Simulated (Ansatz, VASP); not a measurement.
# Two plane-wave programs on CdSe

Contents of POSCAR:

```
CdSe
1.0
    4.3000000000      0.0000000000      0.0000000000
   -2.1500000000      3.7239092363      0.0000000000
    0.0000000000      0.0000000000      7.0200000000
Cd Se
2 2
Direct
    0.6666666667      0.3333333333      0.5000000000
    0.3333333333      0.6666666667      0.0000000000
    0.6666666667      0.3333333333      0.8850000000
    0.3333333333      0.6666666667      0.3850000000
```

Contents of INCAR.step1:

```
ALGO = Normal ; EDIFF = 1E-5
ENCUT = 520 ; GGA = PE
ISIF = 2 ; ISMEAR = -1
LASPH = True ; LCHARG = False
LREAL = False ; LWAVE = True
NBANDS = 26 ; NELM = 60
PREC = Accurate ; SIGMA = 0.05
```

INCAR.step2

```
AEXX = 0.25 ; ALGO = Normal
EDIFF = 1E-6 ; ENCUT = 520
GGA = PE ; ISIF = 2
ISMEAR = -1 ; ISTART = 1
LASPH = True ; LCHARG = False
LHFCALC = True ; LREAL = False
LWAVE = False ; NBANDS = 26
NELM = 60 ; PREC = Accurate
PRECFOCK = Normal ; SIGMA = 0.05
```

File KPOINTS:

```
k-points
0
Gamma
  4 4 2
```

Contents of input.yaml:

```yaml
crystal:
  lattice:
    - [4.3, 0.0, 0.0]
    - [-2.15, 3.7239092363, 0.0]
    - [0.0, 0.0, 7.02]
  atoms:
    - { symbol: Cd, position: [0.6666666667, 0.3333333333, 0.5] }
    - { symbol: Cd, position: [0.3333333333, 0.6666666667, 0.0] }
    - { symbol: Se, position: [0.6666666667, 0.3333333333, 0.885] }
    - { symbol: Se, position: [0.3333333333, 0.6666666667, 0.385] }
hamiltonian:
  xc: pbe0
  pseudopotentials: { kind: paw }
kpoints:
  mp_grid: { grid: [4, 4, 2] }
  band_path:
    path:
      - [[0.0, 0.0, 0.0], [0.5, 0.0, 0.0], [0.3333333333, 0.3333333333, 0.0], [0.0, 0.0, 0.0], [0.0, 0.0, 0.5], [0.5, 0.0, 0.5], [0.3333333333, 0.3333333333, 0.5], [0.0, 0.0, 0.5]]
      - [[0.5, 0.0, 0.5], [0.5, 0.0, 0.0]]
      - [[0.3333333333, 0.3333333333, 0.0], [0.3333333333, 0.3333333333, 0.5]]
    npoints: 4
scf:
  occupations: { method: fermi_dirac, width: 0.05 }
  n_extra_bands: 10
output:
  forces: true
  stress: true
  eigenvalues: true
  fatbands: false
```

Alike in both runs: functional PBE0; k mesh 4 × 4 × 2; occupations fermi-dirac, width 0.05 eV; no spin polarisation.

|  | VASP | Ansatz |
| --- | --- | --- |
| version | VASP 6.6.1 | Ansatz 0.2.0 |
| potentials or method | VASP PAW PBE potentials, release 64 (Cd, Se) | Ansatz PAW |
| plane-wave cutoff (eV) | 520 | 420 |
| valence electrons in the cell | 36 | 72 |
| task | single point | band structure |

|  | VASP | Ansatz | Ansatz less VASP |
| --- | --- | --- | --- |
| gap on the k mesh at the Fermi level (eV) | 2.35 | 2.30 | -0.046 |
| least direct gap on the mesh (eV) | 2.35 | 2.30 | -0.046 |
| pressure (GPa) | 1.9 | 1.8 | -0.12 |
| traceless stress, the component that is largest in VASP (GPa) | -1.55 | -1.51 | +0.038 |
| rms of the force components (eV/Å) | 0.173 | 0.168 | -0.0045 |

Atom by atom the forces differ by 0.004 eV/Å (rms over components). VASP's potentials hold 36 valence electrons a cell and Ansatz's 72, so a difference there can come from the potentials and not from the codes.

The k mesh is coarse, so the values compare programs but aren't converged.
